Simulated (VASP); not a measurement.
KBr:

```xyz
2
Lattice="4.0435 0.0000 0.0000 0.0000 4.0435 0.0000 0.0000 0.0000 4.0435" Properties=species:S:1:pos:R:3 pbc="T T T"
Br    2.0217    2.0217    2.0217
K     0.0000    0.0000    0.0000
```

Base run:

| Item | Value |
| --- | --- |
| Program | VASP 6.6.1 |
| Functional | RPBE |
| Potentials or basis | VASP PAW PBE potentials, release 64 (Br, K_sv) |
| Cutoff | 520 eV |
| k mesh | 7 × 7 × 7 |
| Occupations | gaussian, width 0.02 eV |
| Spin | no spin polarisation |

Its results: band gap on the k mesh 4.20 eV, indirect (least direct gap 4.43 eV); pressure 1.5 GPa.

Task: The run is repeated on the same cell with these changes: functional from RPBE to PBE; occupations from gaussian, width 0.02 eV to fermi-dirac, width 0.05 eV. What comes out?

Result: Band gap on the k mesh 3.89 eV, indirect (least direct gap 4.12 eV); pressure -0.1 GPa.

Caveats: the PAW data sets were made with another functional, which shifts forces and pressure a little (some runs).

A k mesh can miss the band edges.
